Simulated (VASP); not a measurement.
# MgTe (P6_3mc) in VASP: single point with HSE06

Aim: the single point of MgTe with HSE06.

Program: VASP 6.6.1. These are calculated values, not measurements. Logs are shortened: lines on timing, memory, paths and dates and some standing lists are left out, and cuts for length are marked.

**1. The cell of the first run**

It takes space group P6_3mc (No. 186, hexagonal). Conventional cell: a = 4.623 Å, b = 4.623 Å, c = 7.530 Å, α = 90.00°, β = 90.00°, γ = 120.00°. Mg (site symmetry 3m) has 4 Te at 2.83 Å within 3.7 Å. Te (site symmetry 3m) has 4 Mg at 2.83 Å within 3.7 Å.

**2. Single point, HSE06 (strain +1.0%)**

POSCAR reads:

```
MgTe
1.0
    4.6234120023      0.0000000000      0.0000000000
   -2.3117060012      4.0039922462      0.0000000000
    0.0000000000      0.0000000000      7.5296401521
Mg Te
2 2
Direct
    0.3333333333      0.6666666667     -0.0006080519
    0.6666666667      0.3333333333      0.4993919481
    0.3333333333      0.6666666667      0.3756080519
    0.6666666667      0.3333333333      0.8756080519
```

INCAR.step1 reads:

```
SYSTEM = MgTe
PREC = Accurate
ENCUT = 520
EDIFF = 1E-5
ISMEAR = 0
SIGMA = 0.01
LREAL = .False.
LASPH = .True.
NELM = 120
ALGO = Normal
ISIF = 2
LWAVE = .True.
LCHARG = .False.
NBANDS = 16
GGA = PE
GGA_COMPAT = .False.
```

INCAR.step2 reads:

```
SYSTEM = MgTe
PREC = Accurate
ENCUT = 520
EDIFF = 1E-6
ISMEAR = 0
SIGMA = 0.01
LREAL = .False.
LASPH = .True.
NELM = 120
ALGO = Normal
ISIF = 2
LWAVE = .False.
LCHARG = .False.
GGA = PE
LHFCALC = .True.
HFSCREEN = 0.2079
PRECFOCK = Normal
NBANDS = 16
ISTART = 1
GGA_COMPAT = .False.
```

KPOINTS reads:

```
regular mesh
0
Gamma
  6 6 2
  0 0 0
```

Potentials or basis: VASP PAW PBE potentials, release 64 (Mg, Te).

Started as:

```bash
$ cat potpaw_PBE.64/Mg/POTCAR potpaw_PBE.64/Te/POTCAR > POTCAR
$ cp INCAR.step1 INCAR
$ mpirun -np 1 vasp_std > vasp.out
$ cp INCAR.step2 INCAR
$ mpirun -np 1 vasp_std > vasp.out
```

OUTCAR:

```text
SYSTEM = MgTe
   PREC = Accurate
   ENCUT = 520
   EDIFF = 1E-6
   ISMEAR = 0
   LREAL = .False.
   LASPH = .True.
   NELM = 120
   ISIF = 2
   GGA = PE
   LHFCALC = .True.
   HFSCREEN = 0.2079
   PRECFOCK = Normal
   ISTART = 1

 ion  position               nearest neighbor table
   1  0.333  0.667  0.999-   4 2.83   4 2.83   4 2.83   3 2.83
   2  0.667  0.333  0.499-   3 2.83   3 2.83   3 2.83   4 2.83
   3  0.333  0.667  0.376-   2 2.83   2 2.83   2 2.83   1 2.83
   4  0.667  0.333  0.876-   1 2.83   1 2.83   1 2.83   2 2.83

  LATTYP: Found a hexagonal cell.
 ALAT       =     4.6234120023
 C/A-ratio  =     1.6285894807

  Lattice vectors:

 A1 = (   4.6234120023,   0.0000000000,   0.0000000000)
 A2 = (  -2.3117060012,   4.0039922462,   0.0000000000)
 A3 = (   0.0000000000,   0.0000000000,   7.5296401521)

Analysis of symmetry for initial positions (statically):
=====================================================================
 Subroutine PRICEL returns:
 Original cell was already a primitive cell.

 Routine SETGRP: Setting up the symmetry group for a
 hexagonal supercell.

 Subroutine GETGRP returns: Found 12 space group operations
 (whereof  6 operations were pure point group operations)
 out of a pool of 24 trial point group operations.

The static configuration has the point symmetry C_3v.
 The point group associated with its full space group is C_6v.

Analysis of symmetry for dynamics (positions and initial velocities):
=====================================================================
 Subroutine PRICEL returns:
 Original cell was already a primitive cell.

 Routine SETGRP: Setting up the symmetry group for a
 hexagonal supercell.

 Subroutine GETGRP returns: Found 12 space group operations
 (whereof  6 operations were pure point group operations)
 out of a pool of 24 trial point group operations.

The dynamic configuration has the point symmetry C_3v.
 The point group associated with its full space group is C_6v.

 Subroutine INISYM returns: Found 12 space group operations
 (whereof  6 operations are pure point group operations),
 and found     1 'primitive' translations

----------------------------------------------------------------------------------------

                                     Primitive cell

  volume of cell :     139.3895

  direct lattice vectors                    reciprocal lattice vectors
     4.623412002  0.000000000  0.000000000     0.216290480  0.124875367  0.000000000
    -2.311706001  4.003992246  0.000000000     0.000000000  0.249750733  0.000000000
     0.000000000  0.000000000  7.529640152     0.000000000  0.000000000  0.132808472

  length of vectors
     4.623412002  4.623412002  7.529640152     0.249750733  0.249750733  0.132808472

  position of ions in fractional coordinates (direct lattice)
     0.333333333  0.666666667  0.999391948
     0.666666667  0.333333333  0.499391948
     0.333333333  0.666666667  0.375608052
     0.666666667  0.333333333  0.875608052

  ion indices of the primitive-cell ions
   primitive index   ion index
                 1           1
                 2           2
                 3           3
                 4           4

----------------------------------------------------------------------------------------

 KPOINTS: regular mesh

Automatic generation of k-mesh.
 Grid dimensions read from file:
 generate k-points for:    6    6    2

 Generating k-lattice:

  Cartesian coordinates                     Fractional coordinates (reciprocal lattice)
     0.036048413  0.020812561  0.000000000     0.166666667  0.000000000  0.000000000
     0.000000000  0.041625122  0.000000000     0.000000000  0.166666667  0.000000000
     0.000000000  0.000000000  0.066404236     0.000000000  0.000000000  0.500000000

  Length of vectors
     0.041625122  0.041625122  0.066404236

  Shift w.r.t. Gamma in fractional coordinates (k-lattice)
     0.000000000  0.000000000  0.000000000

 Subroutine IBZKPT returns following result:
 ===========================================

 Found     14 irreducible k-points:

 Following reciprocal coordinates:
            Coordinates               Weight
  0.000000  0.000000  0.000000      1.000000
  0.166667  0.000000  0.000000      6.000000
  0.333333  0.000000  0.000000      6.000000
  0.500000  0.000000  0.000000      3.000000
  0.166667  0.166667  0.000000      6.000000
  0.333333  0.166667  0.000000     12.000000
  0.333333  0.333333  0.000000      2.000000
  0.000000  0.000000  0.500000      1.000000
  0.166667  0.000000  0.500000      6.000000
  0.333333  0.000000  0.500000      6.000000
  0.500000  0.000000  0.500000      3.000000
  0.166667  0.166667  0.500000      6.000000
  0.333333  0.166667  0.500000     12.000000
  0.333333  0.333333  0.500000      2.000000
   k-points           NKPTS =     14   k-points in BZ     NKDIM =     72   number of bands    NBANDS=     16
   number of dos      NEDOS =    301   number of ions     NIONS =      4
   total plane-waves  NPLWV =  72576
   dimension x,y,z NGX =    36 NGY =   36 NGZ =   56
   dimension x,y,z NGXF=    72 NGYF=   72 NGZF=  112
   ions per type =               2   2
   NGX,Y,Z   is equivalent  to a cutoff of  12.94, 12.94, 12.36 a.u.
   NGXF,Y,Z  is equivalent  to a cutoff of  25.89, 25.89, 24.73 a.u.
 SYSTEM =  MgTe
   PREC   = accura    normal or accurate (medium, high low for compatibility)
   ISTART =      1    job   : 0-new  1-cont  2-samecut
   ICHARG =      0    charge: 1-file 2-atom 10-const
   ISPIN  =      1    spin polarized calculation?
   LNONCOLLINEAR =      F non collinear calculations
   LSORBIT =      F    spin-orbit coupling
   LASPH  =      T    aspherical Exc in radial PAW
   ENCUT  =  520.0 eV  38.22 Ry    6.18 a.u.   8.60  8.60 14.00*2*pi/ulx,y,z
   NELM   =    120;   NELMIN=  2; NELMDL=  0     # of ELM steps
   EDIFF  = 0.1E-05   stopping-criterion for ELM
   LREAL  =      F    real-space projection
   EDIFFG = 0.1E-04   stopping-criterion for IOM
   NSW    =      0    number of steps for IOM
   IBRION =     -1    ionic relax: 0-MD 1-quasi-New 2-CG
   NFREE  =      0    steps in history (QN), initial steepest desc. (CG)
   ISIF   =      2    stress and relaxation
   ISYM   =      3    0-nonsym 1-usesym 2-fastsym
   POTIM  = 0.5000    time-step for ionic-motion
   TEBEG  =    0.0;   TEEND  =   0.0 temperature during run
   PSTRESS=    0.0 pullay stress
   NELECT =      16.0000    total number of electrons
   NUPDOWN=      -1.0000    fix difference up-down
   EMIN   =  10.00;   EMAX   =-10.00  energy-range for DOS
   EFERMI =   0.00;   METHOD = LEGACY
   ISMEAR =     0;   SIGMA  =   0.01  broadening in eV -4-tet -1-fermi 0-gaus
   EFERMI_NEDOS =   21; number of points for ismear=-14 and -15
   IALGO  =     38    algorithm
   IMIX   =      1    mixing-type and parameters
     AMIX     =   0.40;   BMIX     =  1.00
     AMIX_MAG =   1.60;   BMIX_MAG =  1.00
  volume/ion in A,a.u.               =      34.85       235.16
  Fermi-wavevector in a.u.,A,eV,Ry     =   0.795618  1.503501  8.612605  0.633009
  Thomas-Fermi vector in A             =   1.901982
   LORBIT       =      0    0 simple, 1 ext, 2 COOP (PROOUT), +10 PAW based schemes
   GGA     = PE    functional components
   LHFCALC =     T    Hartree Fock is set to
   PRECFOCK=normal    Normal, Fast or Accurate (Low or Medium for compatibility)
   ENCUT4O =  -1.0   cutoff for four orbital integrals eV
   NKREDX  =     1    reduce k-point grid by
   NKREDY  =     1    reduce k-point grid by
   NKREDZ  =     1    reduce k-point grid by
   AEXX    =    0.2500 exact exchange contribution
   HFSCREEN=    0.2079 screening length (either q_TF or 0.3 A-1)
   HFSCREENC=   0.2079 screening length for correlation (either q_TF or 0.3 A-1)
   ENCUTFOCK=  -1.0 apply spherical cutoff to Coloumb kernel
   IVDW    =     0    specifies the selected vdW correction
   LEPSILON=     F    determine dielectric tensor
   LRPA    =     F    only Hartree local field effects (RPA)
 non-spin polarized calculation
 Gauss-broadening in eV      SIGMA  =   0.01
  energy-cutoff  :      520.00
  volume of cell :      139.39
 maximum number of plane-waves:      3791
 NGX is ok and might be reduce to    36
  NGX = 28; NGY = 28; NGZ = 48

 number of electron      16.0000000 magnetization

 Free energy of the ion-electron system (eV)
  ---------------------------------------------------
  ext. energy  EPLUGINS =         0.00000000
  ---------------------------------------------------
  free energy    TOTEN  =       -15.10195978 eV

  energy without entropy =      -15.10195978  energy(sigma->0) =      -15.10195978

 E-fermi :   1.1852     XC(G=0):  -6.5011

 val. band max:        1.1150929418   @ k =   0.0000   0.0000   0.0000
 cond. band min:       4.1802384982   @ k =   0.0000   0.0000   0.0000
 fundamental gap:      3.0651455564
 Fermi energy:         1.1852174007

 k-point     1 :       0.0000    0.0000    0.0000
  band No.  band energies     occupation
      1      -9.9064      2.00000
      2      -9.2728      2.00000
      3      -2.2738      2.00000
      4       0.6089      2.00000
      5       0.6089      2.00000
      6       1.1138      2.00000
[... 8 lines left out ...]
     15       8.2588      0.00000
     16       9.2811      0.00000

 k-point     2 :       0.1667    0.0000    0.0000
  band No.  band energies     occupation
      1      -9.7839      2.00000
      2      -9.2066      2.00000
      3      -2.0937      2.00000
      4      -0.2434      2.00000
      5       0.1726      2.00000
      6       0.3754      2.00000
[... 8 lines left out ...]
     15       8.2905      0.00000
     16       8.8290      0.00000

 k-point     3 :       0.3333    0.0000    0.0000
  band No.  band energies     occupation
      1      -9.4914      2.00000
      2      -9.0905      2.00000
      3      -1.8259      2.00000
      4      -1.2473      2.00000
      5      -1.0021      2.00000
      6       0.0052      2.00000
[... 8 lines left out ...]
     15       8.9476      0.00000
     16       9.8676      0.00000
[... 172 lines left out ...]
 k-point    13 :       0.3333    0.1667    0.5000
  band No.  band energies     occupation
      1      -9.1805      2.00000
      2      -9.1805      2.00000
      3      -2.0057      2.00000
      4      -2.0057      2.00000
      5      -0.3441      2.00000
      6      -0.3441      2.00000
[... 8 lines left out ...]
     15       9.4269      0.00000
     16       9.4269      0.00000

 k-point    14 :       0.3333    0.3333    0.5000
  band No.  band energies     occupation
      1      -9.1194      2.00000
      2      -9.1194      2.00000
      3      -1.9687      2.00000
      4      -1.9687      2.00000
      5      -0.8539      2.00000
      6      -0.8539      2.00000
[... 8 lines left out ...]
     15       9.3822      0.00000
     16       9.3822      0.00000

------------------------ aborting loop because EDIFF is reached ----------------------------------------

  FORCE on cell =-STRESS in cart. coord.  units (eV):
  Direction    XX          YY          ZZ          XY          YZ          ZX
  --------------------------------------------------------------------------------------
  -------------------------------------------------------------------------------------
  Total       -1.0956693     -1.0956693     -1.1153948      0.0000000     -0.0000000     -0.0000000
  in kB      -12.5938943    -12.5938943    -12.8206239      0.0000000     -0.0000000     -0.0000000
  external PRESSURE =     -12.6694708 kB  Pullay stress =       0.0000000 kB

 VOLUME and BASIS-vectors are now :
 -----------------------------------------------------------------------------
  energy-cutoff  :      520.00
  volume of cell :      139.39
      direct lattice vectors                 reciprocal lattice vectors
     4.623412002  0.000000000  0.000000000     0.216290480  0.124875367  0.000000000
    -2.311706001  4.003992246  0.000000000     0.000000000  0.249750733  0.000000000
     0.000000000  0.000000000  7.529640152     0.000000000  0.000000000  0.132808472

 POSITION                                       TOTAL-FORCE (eV/Angst)
 -----------------------------------------------------------------------------------
     -0.00000      2.66933      7.52506        -0.000000      0.000000     -0.001788
      2.31171      1.33466      3.76024        -0.000000     -0.000000     -0.001788
     -0.00000      2.66933      2.82819         0.000000      0.000000      0.001788
      2.31171      1.33466      6.59301        -0.000000     -0.000000      0.001788
 -----------------------------------------------------------------------------------
    total drift:                               -0.000000     -0.000000     -0.000534

  FREE ENERGIE OF THE ION-ELECTRON SYSTEM (eV)
  ---------------------------------------------------
  free  energy   TOTEN  =       -15.1019597791 eV

  energy  without entropy=      -15.1019597791  energy(sigma->0) =      -15.10195978
```

Run time: 44 min. Hardware: 1 thread of Oxide Virtual Turin-like, shared host; peak memory 0.36 GiB.

What came out:

```
Free energy            : -15.1020 eV
Pressure               : -1.3 GPa
Band gap on the k mesh : 3.07 eV
```

Levels at points of the mesh, in eV from the valence-band top:
| k point | band 6 | band 7 | band 8 | band 9 | band 10 | band 11 |
| --- | --- | --- | --- | --- | --- | --- |
| (0.00, 0.00, 0.00) | 0.00 | 0.00 | 0.00 | 3.07 | 3.70 | 6.14 |
| (0.50, 0.00, 0.00) | -1.27 | -1.00 | -0.46 | 3.95 | 4.62 | 5.03 |
| (0.00, 0.00, 0.50) | -0.27 | -0.27 | -0.27 | 4.15 | 4.15 | 6.41 |
| (0.50, 0.00, 0.50) | -0.92 | -0.91 | -0.91 | 3.97 | 3.97 | 5.09 |

Caveat: the cell differs from its parent crystal (strain +1.0%); the structure was generated, so it needn't be the stable form of MgTe; the PAW data sets were made with another functional, which shifts forces and pressure a little; spin-orbit coupling is left out, which moves the levels of the heavy elements.
